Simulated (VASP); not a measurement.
B5As2:

```
B As
1.0
     3.20000    0.00000    0.00000
    -1.60000    2.77128    0.00000
     0.00000    0.00000    9.00000
B As
5 2
Direct
  0.00000 0.00000 0.00000
  0.66667 0.33333 0.00000
  0.33333 0.66667 0.00000
  0.00000 0.00000 0.40300
  0.00000 0.00000 0.59700
  0.66667 0.33333 0.66400
  0.33333 0.66667 0.33600
```

- Program: VASP 6.6.1
- Task: relaxation of cell and atoms
- Functional: PBE
- Potentials or basis: VASP PAW PBE potentials, release 64 (B, As)
- Cutoff: 600 eV
- k mesh: 6 × 6 × 2
- Occupations: gaussian, width 0.2 eV
- Spin: no spin polarisation

At the start: pressure 7.8 GPa; volume 11.40 Å³/atom.

Task: How do energy, volume and symmetry change on relaxing?

Result: Over 21 steps the energy falls by 333.7 meV/atom and the volume is 10.67 Å³/atom (-6.5 %); space group P-3m1 (No. 164, to 0.05 Å).

The path:
```tsv
step	energy change (eV)	largest force (eV/Å)	pressure (GPa)	volume (Å³)
1	0.0000	1.8371	7.80	79.81
2	-0.3114	0.9794	-5.49	86.40
3	-0.3170	0.9894	-4.10	85.58
4	-0.5199	1.0918	-3.64	83.83
5	-1.2563	2.0719	-3.36	78.74
6	-0.1727	6.5751	19.07	69.17
7	-1.5497	2.1376	-2.31	76.99
8	-1.8969	1.1601	2.89	73.02
9	-1.9137	1.1805	1.00	74.01
10	-1.9183	1.0054	1.55	73.69
11	-1.9866	1.3750	2.63	73.04
12	-1.9869	1.4239	2.72	73.00
13	-2.0697	1.3245	1.95	73.32
14	-2.2347	1.0697	-0.01	74.24
15	-2.1918	1.4712	-2.58	76.00
16	-2.2765	0.8935	-1.30	74.97
17	-2.3116	0.4754	-0.80	74.81
18	-2.3246	0.3263	-0.17	74.63
19	-2.3299	0.2386	0.07	74.56
20	-2.3350	0.0487	0.68	74.38
21	-2.3361	0.0249	0.09	74.66
```

Final structure:
```
CELL_PARAMETERS angstrom
3.16840 0.00000 0.00000
-1.58420 2.74392 0.00000
0.00000 0.00000 8.58718
ATOMIC_POSITIONS crystal
B 0.00000 0.00000 0.00000
B 0.66667 0.33333 0.93965
B 0.33333 0.66667 0.06035
B 0.00000 0.00000 0.40205
B 0.00000 0.00000 0.59795
As 0.66667 0.33333 0.69646
As 0.33333 0.66667 0.30354
```

Caveat: the k points lie up to 0.38 Å⁻¹ apart in the final cell; this functional lacks dispersion, which binds the layers, so the pressure and a relaxed spacing across them are unreliable; the relaxation stopped at a loose force limit of 0.08 eV/Å, so its end isn't a converged minimum.
